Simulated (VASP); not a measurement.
# AlCuC4N4 (P-43m) in VASP: a series of runs

The runs below take AlCuC4N4 through single point, with PBE.

Everything below comes from runs of VASP 6.6.1. Logs are shortened: lines on timing, memory, paths and dates and some standing lists are left out, and cuts for length are marked.

## 1. The cell of the first run

It takes space group P-43m (No. 215, cubic). Conventional cell: a = 5.834 Å, b = 5.834 Å, c = 5.834 Å, α = 90.00°, β = 90.00°, γ = 90.00°. Al (site symmetry -43m) has 4 C at 1.88 Å within 2.5 Å. Cu (site symmetry -43m) has 4 N at 2.01 Å within 2.7 Å. C (site symmetry 3m) has 1 N at 1.17 Å within 1.6 Å. N (site symmetry 3m) has 1 C at 1.17 Å within 1.6 Å.

## 2. Single point, PBE, collinear spin

INCAR reads:

```
SYSTEM = AlCuC4N4
  PREC = Accurate
  ENCUT = 520
  EDIFF = 1E-6
  ISMEAR = 0
  SIGMA = 0.1
  LREAL = .FALSE.
  LASPH = .TRUE.
  NELM = 150
  ALGO = Normal
  ISIF = 2
  LWAVE = .FALSE.
  LCHARG = .TRUE.
  ISPIN = 2
  MAGMOM = 0 1 0 0 0 0 0 0 0 0
  LORBIT = 11
  LMAXMIX = 4
  GGA = PE
  LELF = .TRUE.
  LVHAR = .TRUE.
  NBANDS = 40
```

KPOINTS reads:

```
Automatic mesh
0
G
  4 4 4
  0 0 0
```

POSCAR reads:

```
AlCuC4N4
1.0
    5.8341244700      0.0000000000      0.0000000000
    0.0000000000      5.8341244700      0.0000000000
    0.0000000000      0.0000000000      5.8341244700
Al Cu C N
1 1 4 4
Direct
    0.0000000000      0.0000000000      0.0000000000
    0.5000000000      0.5000000000      0.5000000000
    0.1855517100      0.1855517100      0.1855517100
    0.1855517100      0.8144482900      0.8144482900
    0.8144482900      0.1855517100      0.8144482900
    0.8144482900      0.8144482900      0.1855517100
    0.3013359700      0.3013359700      0.3013359700
    0.3013359700      0.6986640300      0.6986640300
    0.6986640300      0.3013359700      0.6986640300
    0.6986640300      0.6986640300      0.3013359700
```

Potentials or basis: VASP PAW PBE potentials, release 64 (Al, Cu, C, N).

Started as:

```sh
cat potpaw_PBE.64/Al/POTCAR potpaw_PBE.64/Cu/POTCAR potpaw_PBE.64/C/POTCAR potpaw_PBE.64/N/POTCAR > POTCAR
mpirun -np 1 vasp_std > vasp.out
```

OUTCAR:

```text
SYSTEM = AlCuC4N4
   PREC = Accurate
   ENCUT = 520
   EDIFF = 1E-6
   ISMEAR = 0
   LREAL = .FALSE.
   LASPH = .TRUE.
   NELM = 150
   ISIF = 2
   ISPIN = 2
   LORBIT = 11
   GGA = PE

 ion  position               nearest neighbor table
   1  0.000  0.000  0.000-   3 1.88   4 1.88   5 1.88   6 1.88
   2  0.500  0.500  0.500-   7 2.01   8 2.01   9 2.01  10 2.01
   3  0.186  0.186  0.186-   7 1.17   1 1.88
   4  0.186  0.814  0.814-   8 1.17   1 1.88
   5  0.814  0.186  0.814-   9 1.17   1 1.88
   6  0.814  0.814  0.186-  10 1.17   1 1.88
   7  0.301  0.301  0.301-   3 1.17   2 2.01
   8  0.301  0.699  0.699-   4 1.17   2 2.01
   9  0.699  0.301  0.699-   5 1.17   2 2.01
  10  0.699  0.699  0.301-   6 1.17   2 2.01

  LATTYP: Found a simple cubic cell.
 ALAT       =     5.8341244700

  Lattice vectors:

 A1 = (   5.8341244700,   0.0000000000,   0.0000000000)
 A2 = (   0.0000000000,   5.8341244700,   0.0000000000)
 A3 = (   0.0000000000,   0.0000000000,   5.8341244700)

Analysis of symmetry for initial positions (statically):
=====================================================================
 Subroutine PRICEL returns:
 Original cell was already a primitive cell.

 Routine SETGRP: Setting up the symmetry group for a
 simple cubic supercell.

 Subroutine GETGRP returns: Found 24 space group operations
 (whereof 24 operations were pure point group operations)
 out of a pool of 48 trial point group operations.

The static configuration has the point symmetry T_d .

Analysis of symmetry for dynamics (positions and initial velocities):
=====================================================================
 Subroutine PRICEL returns:
 Original cell was already a primitive cell.

 Routine SETGRP: Setting up the symmetry group for a
 simple cubic supercell.

 Subroutine GETGRP returns: Found 24 space group operations
 (whereof 24 operations were pure point group operations)
 out of a pool of 48 trial point group operations.

The dynamic configuration has the point symmetry T_d .

Analysis of structural, dynamic, and magnetic symmetry:
=====================================================================
 Subroutine PRICEL returns:
 Original cell was already a primitive cell.

 Routine SETGRP: Setting up the symmetry group for a
 simple cubic supercell.

 Subroutine GETGRP returns: Found 24 space group operations
 (whereof 24 operations were pure point group operations)
 out of a pool of 48 trial point group operations.

The overall configuration has the point symmetry T_d .

 Subroutine INISYM returns: Found 24 space group operations
 (whereof 24 operations are pure point group operations),
 and found     1 'primitive' translations

----------------------------------------------------------------------------------------

                                     Primitive cell

  volume of cell :     198.5761

  direct lattice vectors                    reciprocal lattice vectors
     5.834124470  0.000000000  0.000000000     0.171405325  0.000000000  0.000000000
     0.000000000  5.834124470  0.000000000     0.000000000  0.171405325  0.000000000
     0.000000000  0.000000000  5.834124470     0.000000000  0.000000000  0.171405325

  length of vectors
     5.834124470  5.834124470  5.834124470     0.171405325  0.171405325  0.171405325

  position of ions in fractional coordinates (direct lattice)
     0.000000000  0.000000000  0.000000000
     0.500000000  0.500000000  0.500000000
     0.185551710  0.185551710  0.185551710
     0.185551710  0.814448290  0.814448290
     0.814448290  0.185551710  0.814448290
     0.814448290  0.814448290  0.185551710
     0.301335970  0.301335970  0.301335970
     0.301335970  0.698664030  0.698664030
     0.698664030  0.301335970  0.698664030
     0.698664030  0.698664030  0.301335970

  ion indices of the primitive-cell ions
   primitive index   ion index
                 1           1
                 2           2
                 3           3
                 4           4
                 5           5
                 6           6
                 7           7
                 8           8
                 9           9
                10          10

[... 48 lines left out ...]
   ISTART =      0    job   : 0-new  1-cont  2-samecut
   ICHARG =      2    charge: 1-file 2-atom 10-const
   ISPIN  =      2    spin polarized calculation?
   LNONCOLLINEAR =      F non collinear calculations
   LSORBIT =      F    spin-orbit coupling
   LASPH  =      T    aspherical Exc in radial PAW
   ENCUT  =  520.0 eV  38.22 Ry    6.18 a.u.  10.85 10.85 10.85*2*pi/ulx,y,z
   NELM   =    150;   NELMIN=  2; NELMDL= -5     # of ELM steps
   EDIFF  = 0.1E-05   stopping-criterion for ELM
   LREAL  =      F    real-space projection
   EDIFFG = 0.1E-04   stopping-criterion for IOM
   NSW    =      0    number of steps for IOM
   IBRION =     -1    ionic relax: 0-MD 1-quasi-New 2-CG
   NFREE  =      0    steps in history (QN), initial steepest desc. (CG)
   ISIF   =      2    stress and relaxation
   ISYM   =      2    0-nonsym 1-usesym 2-fastsym
   POTIM  = 0.5000    time-step for ionic-motion
   TEBEG  =    0.0;   TEEND  =   0.0 temperature during run
   PSTRESS=    0.0 pullay stress
   NELECT =      50.0000    total number of electrons
   NUPDOWN=      -1.0000    fix difference up-down
   EMIN   =  10.00;   EMAX   =-10.00  energy-range for DOS
   EFERMI =   0.00;   METHOD = LEGACY
   ISMEAR =     0;   SIGMA  =   0.10  broadening in eV -4-tet -1-fermi 0-gaus
   EFERMI_NEDOS =   21; number of points for ismear=-14 and -15
   IALGO  =     38    algorithm
   IMIX   =      4    mixing-type and parameters
     AMIX     =   0.40;   BMIX     =  1.00
     AMIX_MAG =   1.60;   BMIX_MAG =  1.00
  volume/ion in A,a.u.               =      19.86       134.01
  Fermi-wavevector in a.u.,A,eV,Ry     =   1.033767  1.953536 14.540183  1.068673
  Thomas-Fermi vector in A             =   2.168029
   LORBIT       =     11    0 simple, 1 ext, 2 COOP (PROOUT), +10 PAW based schemes
   GGA     = PE    functional components
   LHFCALC =     F    Hartree Fock is set to
   AEXX    =    0.0000 exact exchange contribution
   IVDW    =     0    specifies the selected vdW correction
   LEPSILON=     F    determine dielectric tensor
   LRPA    =     F    only Hartree local field effects (RPA)
 spin polarized calculation
 Gauss-broadening in eV      SIGMA  =   0.10
  energy-cutoff  :      520.00
  volume of cell :      198.58
 maximum number of plane-waves:      5400
 NGX is ok and might be reduce to    48
   NGX = 21   NGY = 21   NGZ = 21

 number of electron      49.9999987 magnetization      -0.0000862

 number of electron      49.9999987 magnetization       0.0000012

 Free energy of the ion-electron system (eV)
  ---------------------------------------------------
  ext. energy  EPLUGINS =         0.00000000
  ---------------------------------------------------
  free energy    TOTEN  =       -75.29329329 eV

  energy without entropy =      -75.29329329  energy(sigma->0) =      -75.29329329

 E-fermi :  -0.3103     XC(G=0):  -7.1154

 val. band max:       -0.8083287165   @ k =   0.5000   0.5000   0.0000
 cond. band min:       2.0761669767   @ k =   0.0000   0.0000   0.0000
 fundamental gap:      2.8844956932
 Fermi energy:        -0.3103309730

 spin component 1

 k-point     1 :       0.0000    0.0000    0.0000
  band No.  band energies     occupation
      1     -18.4901      1.00000
      2     -18.3557      1.00000
      3     -18.3557      1.00000
      4     -18.3557      1.00000
      5      -9.9963      1.00000
      6      -7.7100      1.00000
[... 389 lines left out ...]
     36       6.6065      0.00000
     37       6.6065      0.00000
 Fermi energy:        -0.3103309730

 spin component 2

 k-point     1 :       0.0000    0.0000    0.0000
  band No.  band energies     occupation
      1     -18.4901      1.00000
      2     -18.3557      1.00000
      3     -18.3557      1.00000
      4     -18.3557      1.00000
      5      -9.9963      1.00000
      6      -7.7100      1.00000
[... 389 lines left out ...]
     36       6.6066      0.00000
     37       6.6066      0.00000
 [bands above 37 left out]

------------------------ aborting loop because EDIFF is reached ----------------------------------------

  FORCE on cell =-STRESS in cart. coord.  units (eV):
  Direction    XX          YY          ZZ          XY          YZ          ZX
  --------------------------------------------------------------------------------------
  -------------------------------------------------------------------------------------
  Total        2.3487747      2.3487747      2.3487747     -0.0000000     -0.0000000      0.0000000
  in kB       18.9506832     18.9506832     18.9506832     -0.0000000     -0.0000000      0.0000000
  external PRESSURE =      18.9506832 kB  Pullay stress =       0.0000000 kB

 VOLUME and BASIS-vectors are now :
 -----------------------------------------------------------------------------
  energy-cutoff  :      520.00
  volume of cell :      198.58
      direct lattice vectors                 reciprocal lattice vectors
     5.834124470  0.000000000  0.000000000     0.171405325  0.000000000  0.000000000
     0.000000000  5.834124470  0.000000000     0.000000000  0.171405325  0.000000000
     0.000000000  0.000000000  5.834124470     0.000000000  0.000000000  0.171405325

 POSITION                                       TOTAL-FORCE (eV/Angst)
 -----------------------------------------------------------------------------------
      0.00000      0.00000      0.00000        -0.000000     -0.000000     -0.000000
      2.91706      2.91706      2.91706        -0.000000     -0.000000     -0.000000
      1.08253      1.08253      1.08253         1.177947      1.177947      1.177947
      1.08253      4.75159      4.75159         1.177947     -1.177947     -1.177947
      4.75159      1.08253      4.75159        -1.177947      1.177947     -1.177947
      4.75159      4.75159      1.08253        -1.177947     -1.177947      1.177947
      1.75803      1.75803      1.75803         0.092616      0.092616      0.092616
      1.75803      4.07609      4.07609         0.092616     -0.092616     -0.092616
      4.07609      1.75803      4.07609        -0.092616      0.092616     -0.092616
      4.07609      4.07609      1.75803        -0.092616     -0.092616      0.092616
 -----------------------------------------------------------------------------------
    total drift:                                0.000000      0.000000      0.000000

  FREE ENERGIE OF THE ION-ELECTRON SYSTEM (eV)
  ---------------------------------------------------
  free  energy   TOTEN  =       -75.2932932911 eV

  energy  without entropy=      -75.2932932911  energy(sigma->0) =      -75.29329329

 total charge

# of ion       s       p       d       tot
------------------------------------------
    1        0.388   0.517   0.000   0.905
    2        0.299   0.384   9.222   9.906
    3        0.960   1.710   0.000   2.671
    4        0.960   1.710   0.000   2.671
    5        0.960   1.710   0.000   2.671
    6        0.960   1.710   0.000   2.671
    7        1.308   2.530   0.000   3.838
    8        1.308   2.530   0.000   3.838
    9        1.308   2.530   0.000   3.838
   10        1.308   2.530   0.000   3.838
--------------------------------------------------
tot          9.761  17.863   9.222  36.846

 magnetization (x)

# of ion       s       p       d       tot
------------------------------------------
    1       -0.000   0.000   0.000   0.000
    2        0.000   0.000   0.000   0.000
    3       -0.000   0.000   0.000   0.000
    4       -0.000   0.000   0.000   0.000
    5       -0.000   0.000   0.000   0.000
    6       -0.000   0.000   0.000   0.000
    7       -0.000  -0.000   0.000  -0.000
    8       -0.000  -0.000   0.000  -0.000
    9       -0.000  -0.000   0.000  -0.000
   10       -0.000  -0.000   0.000  -0.000
--------------------------------------------------
tot         -0.000  -0.000   0.000  -0.000
```

Wall time 2.5 min (1 thread of Intel Xeon 6975P-C (Granite Rapids), shared host); peak memory 0.47 GiB.

What came out:

```
Free energy                                           : -75.2933 eV
Pressure                                              : 1.9 GPa
Largest force                                         : 2.040 eV/Å
Band gap on the k mesh                                : 2.88 eV (least direct gap 2.99 eV)
Net moment                                            : 0.00 μB per cell
Valence electrons inside the program's atomic spheres : Al 0.91; Cu 9.91; C 2.67; N 3.84
```

Forces on the atoms (eV/Å):
```
Al   0.000  0.000  0.000
Cu   0.000  0.000  0.000
C    1.178  1.178  1.178
C    1.178 -1.178 -1.178
C   -1.178  1.178 -1.178
C   -1.178 -1.178  1.178
N    0.093  0.093  0.093
N    0.093 -0.093 -0.093
N   -0.093  0.093 -0.093
N   -0.093 -0.093  0.093
```

Caveat: forces of over 1 eV/Å act on the atoms, so gaps and moduli don't describe the material at rest. A k mesh can miss the band edges.

[end of part 1 of 2]
